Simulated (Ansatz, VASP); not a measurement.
## Rh2O: VASP beside Ansatz

```
Rh O
1.0
     2.75605    0.00000    0.00000
    -1.37803    2.38681    0.00000
     0.00000    0.00000   10.83226
Rh O
4 2
Direct
  0.33333 0.66667 0.59988
  0.66667 0.33333 0.09988
  0.33333 0.66667 0.90012
  0.66667 0.33333 0.40012
  0.33333 0.66667 0.25000
  0.66667 0.33333 0.75000
```

Alike in both runs: functional PBE; k mesh 18 × 18 × 4; occupations gaussian, width 0.1 eV; no spin polarisation.

Ansatz relaxed the structure, and its values are those at the end. VASP's run is a single point on that final structure, the one shown.

|  | VASP | Ansatz |
| --- | --- | --- |
| version | VASP 6.6.1 | Ansatz 0.2.0 |
| potentials or method | VASP PAW PBE potentials, release 64 (Rh_pv, O), cutoff 520 eV | scalar-relativistic, plane waves, PAW |
| valence electrons in the cell | 72 | 80 |

|  | VASP | Ansatz | Ansatz less VASP |
| --- | --- | --- | --- |
| gap on the k mesh at the Fermi level (eV) | none | none | - |
| pressure (GPa) | 0.0 | 0.0 | -0.03 |

A gap of «none» marks a metal or a gap that the smearing closes. The functional is the same, so the differences come from potentials, cutoffs and numerics. VASP's potentials hold 72 valence electrons a cell and Ansatz's 80, so a difference there can come from the potentials and not from the codes.
